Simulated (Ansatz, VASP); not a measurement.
Two plane-wave programs on Y

The input INCAR:

```
PREC = Accurate
ENCUT = 520
EDIFF = 1E-6
ISMEAR = 0
SIGMA = 0.15
LREAL = False
LASPH = True
NELM = 80
ALGO = Fast
ISIF = 2
LWAVE = False
LCHARG = False
GGA = PS
NBANDS = 12
```

The input KPOINTS:

```
regular mesh
0
Gamma
  16 16 16
```

POSCAR

```
Y
1.0
    0.0000000000      2.4850000000      2.6092500000
    2.4850000000      0.0000000000      2.6092500000
    2.4850000000      2.4850000000      0.0000000000
Y
1
Direct
    0.0000000000      0.0000000000      0.0000000000
```

Input for Ansatz:

```yaml
crystal:
  lattice:
    - [0.0, 2.485, 2.60925]
    - [2.485, 0.0, 2.60925]
    - [2.485, 2.485, 0.0]
  atoms:
    - { symbol: "Y", position: [0.0, 0.0, 0.0] }
basis:
  ecutwfc: 420
kpoints:
  mp_grid: { grid: [16, 16, 16] }
hamiltonian:
  xc: pbesol
scf:
  occupations: { method: gaussian, width: 0.15 }
output:
  forces: true
  stress: true
  eigenvalues: true
```

Change from the starting cell: strain +0.000 along x and y, +0.050 along z, atoms carried along.

Alike in both runs: task single point; functional PBEsol; k mesh 16 × 16 × 16; occupations gaussian, width 0.15 eV; no spin polarisation.

|  | VASP | Ansatz |
| --- | --- | --- |
| version | VASP 6.6.1 | Ansatz 0.2.0 |
| potentials or method | VASP PAW PBE potentials, release 64 (Y_sv), cutoff 520 eV | scalar-relativistic, plane waves, PAW |
| valence electrons in the cell | 11 | 11 |

```tsv
	VASP	Ansatz	Ansatz less VASP
gap on the k mesh at the Fermi level (eV)	none	none	-
pressure (GPa)	-1.8	-1.7	+0.12
traceless stress, the component that is largest in VASP (GPa)	-1.02	-1.01	+0.009
```

VASP's potentials were made for PBE, not for PBEsol. A gap of «none» marks a metal or a gap that the smearing closes.
